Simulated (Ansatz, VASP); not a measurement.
**One calculation of Hf2TaN2, two programs**

```
CELL_PARAMETERS angstrom
4.54001 0.00000 0.00000
-2.27000 3.93176 0.00000
0.00000 0.00000 4.13144
ATOMIC_POSITIONS crystal
Hf 0.33333 0.66667 0.50000
Hf 0.66667 0.33333 0.50000
Ta 0.00000 0.00000 0.00000
N 0.33333 0.66667 0.00000
N 0.66667 0.33333 0.00000
```

Alike in both runs: task relaxation of cell and atoms; functional PBE; k mesh 6 × 6 × 4; occupations gaussian, width 0.1 eV; no spin polarisation.

|  | VASP | Ansatz |
| --- | --- | --- |
| version | VASP 6.6.1 | Ansatz 0.2.0 |
| potentials or method | VASP PAW PBE potentials, release 64 (Hf_pv, Ta_pv, N), cutoff 600 eV | scalar-relativistic, plane waves, PAW |
| valence electrons in the cell | 41 | 75 |

Ansatz gave:

* gap on the k mesh at the Fermi level, each at its own relaxed structure (eV): none
* relaxed volume (Å³/atom): 15.23
* relaxed cell length with the largest relative difference (Å): 4.636

Q: Which values does VASP return?

A: gap on the k mesh at the Fermi level, each at its own relaxed structure (eV): none; relaxed volume (Å³/atom): 15.20; relaxed cell length with the largest relative difference (Å): 4.632.

A gap of «none» marks a metal or a gap that the smearing closes. VASP's potentials hold 41 valence electrons a cell and Ansatz's 75, so a difference there can come from the potentials and not from the codes.

The k mesh is coarse, so the values compare programs but aren't converged. Neither program's run includes spin-orbit coupling.
